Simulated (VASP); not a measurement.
Pb, 1 atom in the cell. The structure is cubic, space group Im-3m (No. 229). Conventional cell: a = 3.748 Å, b = 3.748 Å, c = 3.748 Å, α = 90.00°, β = 90.00°, γ = 90.00°. Within 4.3 Å of Pb (site symmetry m-3m) lie 14 Pb at 3.25 to 3.75 Å.  This cell differs from its parent crystal: volume scaled by 0.88.

| Property | Result |
| --- | --- |
| Program | VASP 6.6.1 |
| Task | single point |
| Functional | PBEsol |
| Potentials or basis | VASP PAW PBE potentials, release 64 (Pb_d) |
| Cutoff | 520 eV |
| k mesh | 13 × 13 × 13 |
| Occupations | fermi-dirac, width 0.1 eV |
| Spin | no spin polarisation |
| Dipole correction | no |
| Further INCAR settings | ALGO = Normal; EDIFF = 1e-06; NBANDS = 13 |

Potentials or basis: VASP PAW PBE potentials, release 64 (Pb_d).

Command:

```sh
$ cat potpaw_PBE.64/Pb_d/POTCAR > POTCAR
$ mpirun -np 1 vasp_std > vasp.out
```

Hardware: 1 thread of Intel(R) Xeon(R) Platinum 8259CL CPU @ 2.50GHz (Skylake/Cascade Lake), on a shared host.

Q: How long does it take, and how much memory?

A: Run time: 18 s on 1 thread of Intel(R) Xeon(R) Platinum 8259CL CPU @ 2.50GHz (Skylake/Cascade Lake) (shared host), peak memory 0.15 GiB. Counts: scf iterations 10, k points 84.
